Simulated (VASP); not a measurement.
## WSe2: single point with LDA

WSe2:

```xyz
6
Lattice="3.2500 0.0000 0.0000 -1.6250 2.8145 0.0000 0.0000 0.0000 12.8177" Properties=species:S:1:pos:R:3 pbc="T T T"
W     1.6250    0.9382    9.6132
W     0.0000    1.8764    3.2044
Se    0.0000    1.8764   11.2799
Se    1.6250    0.9382    4.8711
Se    0.0000    1.8764    7.9466
Se    1.6250    0.9382    1.5377
```

| Property | Result |
| --- | --- |
| Program | VASP 6.6.1 |
| Task | single point |
| Functional | LDA |
| Potentials or basis | VASP PAW LDA potentials, release 64 (W_sv, Se) |
| Cutoff | 520 eV |
| k mesh | 15 × 15 × 4 |
| Occupations | gaussian, width 0.02 eV |
| Spin | no spin polarisation |
| Dipole correction | no |
| Further INCAR settings | ALGO = Normal; EDIFF = 1e-06; NBANDS = 35 |

```
Pressure               : 0.8 GPa
Largest force          : 0.103 eV/Å
Band gap on the k mesh : 0.89 eV (least direct gap 1.62 eV)
```

Forces in eV/Å, atoms in the order of the input:
```
W    0.000  0.000  0.000
W    0.000  0.000  0.000
Se   0.000  0.000  0.103
Se   0.000  0.000  0.103
Se   0.000  0.000 -0.103
Se   0.000  0.000 -0.103
```

Stress tensor (GPa, compression positive):
```
0.71 0.00 0.00
0.00 0.71 0.00
0.00 0.00 0.93
```

Levels at points of the mesh, in eV from the valence-band top:
| k point | band 24 | band 25 | band 26 | band 27 | band 28 | band 29 |
| --- | --- | --- | --- | --- | --- | --- |
| (0.00, 0.00, 0.00) | -1.28 | -1.01 | 0.00 | 2.72 | 2.72 | 2.78 |
| (0.00, 0.00, 0.50) | -1.53 | -0.23 | -0.23 | 2.73 | 2.73 | 2.73 |

Run time: 3.3 min on 1 thread of Intel(R) Xeon(R) Platinum 8259CL CPU @ 2.50GHz (Skylake/Cascade Lake), with other jobs on the host, peak memory 0.37 GiB.

Caveat: spin-orbit coupling is left out, which moves the levels of the heavy elements; an odd mesh through Γ misses points on the zone boundary, where band edges can lie.
